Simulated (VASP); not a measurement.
Runs of VASP 6.6.1 on Rh. It takes space group Fm-3m (No. 225, cubic). Conventional cell: a = 3.796 Å, b = 3.796 Å, c = 3.796 Å, α = 90.00°, β = 90.00°, γ = 90.00°. Within 3.5 Å of Rh (site symmetry m-3m) lie 12 Rh at 2.68 Å. 

| level | potentials or basis | cutoff (eV) | gap on the mesh (eV) | pressure (GPa) |
| --- | --- | --- | --- | --- |
| LDA | VASP PAW LDA potentials, release 64 (Rh_pv) | 500 | none | -8.9 |
| BLYP | VASP PAW PBE potentials, release 64 (Rh_pv) | 500 | none | 22.1 |
| revPBE | VASP PAW PBE potentials, release 64 (Rh_pv) | 500 | none | (a) |
| RPBE | VASP PAW PBE potentials, release 64 (Rh_pv) | 500 | none | (b) |
| r2SCAN | VASP PAW PBE potentials, release 64 (Rh_pv) | 550 | none | 2.1 |

Alike in all rows: task single point; no spin polarisation; cell as given; k mesh 14 × 14 × 14; smearing methfessel-paxton 0.1 eV.

Fill in the values left out.

(a) 11.2; (b) 12.6.

Caveats: the PAW data sets were made with another functional, which shifts forces and pressure a little (at least some runs); the cell stands under pressure (at least some runs); the cell stands under tension (at least some runs).

A k mesh can miss the band edges, and the runs leave out spin-orbit coupling on Rh.

A gap of «none» marks levels without a gap at the run's occupations.
